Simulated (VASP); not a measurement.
# WS2 (P6_3/mmc) in VASP: further runs

WS2 is run at these levels: LDA, r2SCAN; tasks: electric field gradients.

All numbers are computed with VASP 6.6.1; they aren't measurements. Logs are shortened: lines on timing, memory, paths and dates and some standing lists are left out, and cuts for length are marked.

**1. The cell of the first run**

It takes space group P6_3/mmc (No. 194, hexagonal). Conventional cell: a = 3.180 Å, b = 3.180 Å, c = 12.500 Å, α = 90.00°, β = 90.00°, γ = 120.00°. Within 3.2 Å of W (site symmetry -6m2) lie 6 S at 2.41 Å and 6 W at 3.18 Å. S (site symmetry 3m) has 3 W at 2.41 Å and 7 S at 3.14 to 3.18 Å within 3.2 Å.

**2. Electric field gradients, LDA, collinear spin**

Input file INCAR:

```
  ALGO = Normal
  EDIFF = 1E-8
  ENCUT = 520
  GGA = CA
  ISIF = 2
  ISMEAR = -1
  ISPIN = 2
  LASPH = True
  LCHARG = False
  LEFG = True
  LMAXMIX = 4
  LORBIT = 11
  LREAL = False
  LWAVE = False
  MAGMOM = 2 2 0 0 0 0
  NBANDS = 39
  NELM = 150
  PREC = Accurate
  SIGMA = 0.02
```

Input file KPOINTS:

```
k-points
0
Gamma
  11 11 3
```

Input file POSCAR:

```
WS2
1.0
    3.1800000000      0.0000000000      0.0000000000
   -1.5900000000      2.7539607840      0.0000000000
    0.0000000000      0.0000000000     12.5000000000
W S
2 4
Direct
    0.3333333333      0.6666666667      0.2500000000
    0.6666666667      0.3333333333      0.7500000000
    0.3333333333      0.6666666667      0.6244923889
    0.6666666667      0.3333333333      0.1244923889
    0.3333333333      0.6666666667      0.8755076111
    0.6666666667      0.3333333333      0.3755076111
```

Potentials or basis: VASP PAW LDA potentials, release 64 (W_sv, S).

Launch:

```
> cat potpaw_LDA.64/W_sv/POTCAR potpaw_LDA.64/S/POTCAR > POTCAR
> mpirun -np 1 vasp_std > vasp.out
```

OUTCAR:

```text
EDIFF = 1E-8
   ENCUT = 520
   GGA = CA
   ISIF = 2
   ISMEAR = -1
   ISPIN = 2
   LASPH = True
   LORBIT = 11
   LREAL = False
   NELM = 150
   PREC = Accurate

 ion  position               nearest neighbor table
   1  0.333  0.667  0.250-   4 2.41   6 2.41   4 2.41   6 2.41   4 2.41   6 2.41
   2  0.667  0.333  0.750-   3 2.41   5 2.41   3 2.41   5 2.41   3 2.41   5 2.41
   3  0.333  0.667  0.624-   2 2.41   2 2.41   2 2.41
   4  0.667  0.333  0.124-   1 2.41   1 2.41   1 2.41
   5  0.333  0.667  0.876-   2 2.41   2 2.41   2 2.41
   6  0.667  0.333  0.376-   1 2.41   1 2.41   1 2.41

  LATTYP: Found a hexagonal cell.
 ALAT       =     3.1800000000
 C/A-ratio  =     3.9308176101

  Lattice vectors:

 A1 = (   3.1800000000,   0.0000000000,   0.0000000000)
 A2 = (  -1.5900000000,   2.7539607840,   0.0000000000)
 A3 = (   0.0000000000,   0.0000000000,  12.5000000000)

Analysis of symmetry for initial positions (statically):
=====================================================================
 Subroutine PRICEL returns:
 Original cell was already a primitive cell.

 Routine SETGRP: Setting up the symmetry group for a
 hexagonal supercell.

 Subroutine GETGRP returns: Found 24 space group operations
 (whereof 12 operations were pure point group operations)
 out of a pool of 24 trial point group operations.

The static configuration has the point symmetry D_3d.
 The point group associated with its full space group is D_6h.

Analysis of symmetry for dynamics (positions and initial velocities):
=====================================================================
 Subroutine PRICEL returns:
 Original cell was already a primitive cell.

 Routine SETGRP: Setting up the symmetry group for a
 hexagonal supercell.

 Subroutine GETGRP returns: Found 24 space group operations
 (whereof 12 operations were pure point group operations)
 out of a pool of 24 trial point group operations.

The dynamic configuration has the point symmetry D_3d.
 The point group associated with its full space group is D_6h.

Analysis of structural, dynamic, and magnetic symmetry:
=====================================================================
 Subroutine PRICEL returns:
 Original cell was already a primitive cell.

 Routine SETGRP: Setting up the symmetry group for a
 hexagonal supercell.

 Subroutine GETGRP returns: Found 24 space group operations
 (whereof 12 operations were pure point group operations)
 out of a pool of 24 trial point group operations.

The overall configuration has the point symmetry D_3d.
 The point group associated with its full space group is D_6h.

 Subroutine INISYM returns: Found 24 space group operations
 (whereof 12 operations are pure point group operations),
 and found     1 'primitive' translations

----------------------------------------------------------------------------------------

                                     Primitive cell

  volume of cell :     109.4699

  direct lattice vectors                    reciprocal lattice vectors
     3.180000000  0.000000000  0.000000000     0.314465409  0.181556688  0.000000000
    -1.590000000  2.753960784  0.000000000     0.000000000  0.363113377  0.000000000
     0.000000000  0.000000000 12.500000000     0.000000000  0.000000000  0.080000000

  length of vectors
     3.180000000  3.180000000 12.500000000     0.363113377  0.363113377  0.080000000

  position of ions in fractional coordinates (direct lattice)
     0.333333333  0.666666667  0.250000000
     0.666666667  0.333333333  0.750000000
     0.333333333  0.666666667  0.624492389
     0.666666667  0.333333333  0.124492389
     0.333333333  0.666666667  0.875507611
[... 104 lines left out ...]
  Fermi-wavevector in a.u.,A,eV,Ry     =   1.277353  2.413847 22.199688  1.631631
  Thomas-Fermi vector in A             =   2.409958
   LORBIT       =     11    0 simple, 1 ext, 2 COOP (PROOUT), +10 PAW based schemes
   GGA     = CA    functional components
   LHFCALC =     F    Hartree Fock is set to
   AEXX    =    0.0000 exact exchange contribution
   IVDW    =     0    specifies the selected vdW correction
   LEPSILON=     F    determine dielectric tensor
   LRPA    =     F    only Hartree local field effects (RPA)
 spin polarized calculation
  energy-cutoff  :      520.00
  volume of cell :      109.47
 maximum number of plane-waves:      2978
 NGX is ok and might be reduce to    24
   NGX = 11   NGY = 11   NGZ = 47

 number of electron      52.0000006 magnetization       0.0000221

 Free energy of the ion-electron system (eV)
  ---------------------------------------------------
  ext. energy  EPLUGINS =         0.00000000
  ---------------------------------------------------
  free energy    TOTEN  =       -52.44226194 eV

  energy without entropy =      -52.44226194  energy(sigma->0) =      -52.44226194

 E-fermi :   7.3622     XC(G=0): -11.0837

 val. band max:        6.9494933942   @ k =   0.0000   0.0000   0.0000
 cond. band min:       7.9247502118   @ k =   0.1818   0.1818   0.0000
 fundamental gap:      0.9752568176
 Fermi energy:         7.3622109356

 spin component 1

 k-point     1 :       0.0000    0.0000    0.0000
  band No.  band energies     occupation
      1     -67.2273      1.00000
      2     -67.2273      1.00000
      3     -31.7343      1.00000
      4     -31.7343      1.00000
      5     -31.5699      1.00000
      6     -31.5699      1.00000
[... 973 lines left out ...]
     37      15.2348      0.00000
     38      15.4152      0.00000

 [... further k-points ...]

 spin component 2

 k-point     1 :       0.0000    0.0000    0.0000
  band No.  band energies     occupation
      1     -67.2273      1.00000
      2     -67.2273      1.00000
      3     -31.7343      1.00000
      4     -31.7343      1.00000
      5     -31.5699      1.00000
      6     -31.5699      1.00000
[... 973 lines left out ...]
     37      15.2348      0.00000
     38      15.4152      0.00000

 [... further k-points ...]

 [bands above 38 left out]

------------------------ aborting loop because EDIFF is reached ----------------------------------------

  FORCE on cell =-STRESS in cart. coord.  units (eV):
  Direction    XX          YY          ZZ          XY          YZ          ZX
  --------------------------------------------------------------------------------------
  -------------------------------------------------------------------------------------
  Total       -4.3060996     -4.3060996     -3.5012172      0.0000000      0.0000000      0.0000000
  in kB      -63.0231006    -63.0231006    -51.2430245      0.0000000      0.0000000      0.0000000
  external PRESSURE =     -59.0964086 kB  Pullay stress =       0.0000000 kB

 VOLUME and BASIS-vectors are now :
 -----------------------------------------------------------------------------
  energy-cutoff  :      520.00
  volume of cell :      109.47
      direct lattice vectors                 reciprocal lattice vectors
     3.180000000  0.000000000  0.000000000     0.314465409  0.181556688  0.000000000
    -1.590000000  2.753960784  0.000000000     0.000000000  0.363113377  0.000000000
     0.000000000  0.000000000 12.500000000     0.000000000  0.000000000  0.080000000

 POSITION                                       TOTAL-FORCE (eV/Angst)
 -----------------------------------------------------------------------------------
     -0.00000      1.83597      3.12500        -0.000000      0.000000      0.000000
      1.59000      0.91799      9.37500        -0.000000     -0.000000      0.000000
     -0.00000      1.83597      7.80615         0.000000     -0.000000      0.435125
      1.59000      0.91799      1.55615        -0.000000      0.000000      0.435125
     -0.00000      1.83597     10.94385         0.000000     -0.000000     -0.435125
      1.59000      0.91799      4.69385         0.000000      0.000000     -0.435125
 -----------------------------------------------------------------------------------
    total drift:                               -0.000000      0.000000     -0.000000

  FREE ENERGIE OF THE ION-ELECTRON SYSTEM (eV)
  ---------------------------------------------------
  free  energy   TOTEN  =       -52.4422619351 eV

  energy  without entropy=      -52.4422619351  energy(sigma->0) =      -52.44226194

 Electric field gradients (V/A^2)
---------------------------------------------------------------------
 ion       V_xx      V_yy      V_zz      V_xy      V_xz      V_yz
---------------------------------------------------------------------
   1      80.174    80.174  -160.348     0.000     0.000    -0.000
   2      80.174    80.174  -160.348     0.000    -0.000     0.000
   3      23.197    23.198   -46.394     0.000    -0.000     0.000
   4      23.197    23.198   -46.394     0.000     0.000    -0.000
   5      23.197    23.198   -46.394     0.000     0.000    -0.000
   6      23.197    23.198   -46.394     0.000    -0.000     0.000
---------------------------------------------------------------------

 Electric field gradients after diagonalization (V/A^2)
 (convention: |V_zz| > |V_xx| > |V_yy|)
----------------------------------------------------------------------
 ion       V_xx      V_yy      V_zz     asymmetry (V_yy - V_xx)/ V_zz
----------------------------------------------------------------------
   1      80.174    80.174  -160.348       0.000
   2      80.174    80.174  -160.348       0.000
   3      23.198    23.197   -46.394       0.000
   4      23.198    23.197   -46.394       0.000
   5      23.198    23.197   -46.394       0.000
   6      23.198    23.197   -46.394       0.000
----------------------------------------------------------------------

           NMR quadrupolar parameters

 Cq : quadrupolar parameter    Cq=e*Q*V_zz/h
 eta: asymmetry parameters     (V_yy - V_xx)/ V_zz
 Q  : nuclear electric quadrupole moment in mb (millibarn)
----------------------------------------------------------------------
 ion       Cq(MHz)       eta       Q (mb)
----------------------------------------------------------------------
   1      -0.388       0.000       1.000
   2      -0.388       0.000       1.000
   3      -0.112       0.000       1.000
   4      -0.112       0.000       1.000
   5      -0.112       0.000       1.000
   6      -0.112       0.000       1.000
----------------------------------------------------------------------

 total charge

# of ion       s       p       d       tot
------------------------------------------
    1        2.321   6.321   3.409  12.051
    2        2.321   6.321   3.409  12.051
    3        1.357   2.345   0.000   3.702
    4        1.357   2.345   0.000   3.702
    5        1.357   2.345   0.000   3.702
    6        1.357   2.345   0.000   3.702
--------------------------------------------------
tot         10.071  22.021   6.818  38.911

 magnetization (x)

# of ion       s       p       d       tot
------------------------------------------
    1       -0.000   0.000  -0.000  -0.000
    2       -0.000   0.000  -0.000  -0.000
    3       -0.000   0.000   0.000   0.000
    4       -0.000   0.000   0.000   0.000
    5       -0.000   0.000   0.000   0.000
    6       -0.000   0.000   0.000   0.000
--------------------------------------------------
tot         -0.000   0.000  -0.000  -0.000
```

It took 7.9 min on 1 thread of Intel Xeon 8259CL, shared host; peak memory 0.32 GiB.

Results:

```
Free energy                                           : -52.4423 eV
Pressure                                              : -5.9 GPa
Largest force                                         : 0.435 eV/Å
Band gap on the k mesh                                : 0.98 eV (least direct gap 2.00 eV)
Net moment                                            : 0.00 μB per cell
Largest electric field gradient by atom               : W -160.3; S -46.4 V/Å²
Valence electrons inside the program's atomic spheres : W 12.05; S 3.70
```

Forces on the atoms (eV/Å):
```
W    0.000  0.000  0.000
W    0.000  0.000  0.000
S    0.000  0.000  0.435
S    0.000  0.000  0.435
S    0.000  0.000 -0.435
S    0.000  0.000 -0.435
```

Stress tensor (GPa, compression positive):
```
-6.30  0.00  0.00
 0.00 -6.30  0.00
 0.00  0.00 -5.12
```

Electric field gradients, principal values (V/Å²):
```tsv
atom	least	middle	greatest (by size)
1 W	80.174	80.174	-160.348
2 W	80.174	80.174	-160.348
3 S	23.197	23.198	-46.394
4 S	23.197	23.198	-46.394
5 S	23.197	23.198	-46.394
6 S	23.197	23.198	-46.394
```

Caveat: the cell stands under tension; without QUAD_EFG the Cq values of the log hold for a quadrupole moment of 1 mb, not for the nuclei; spin-orbit coupling is left out, which moves the levels of the heavy elements. A k mesh can miss the band edges.

[end of part 1 of 2]
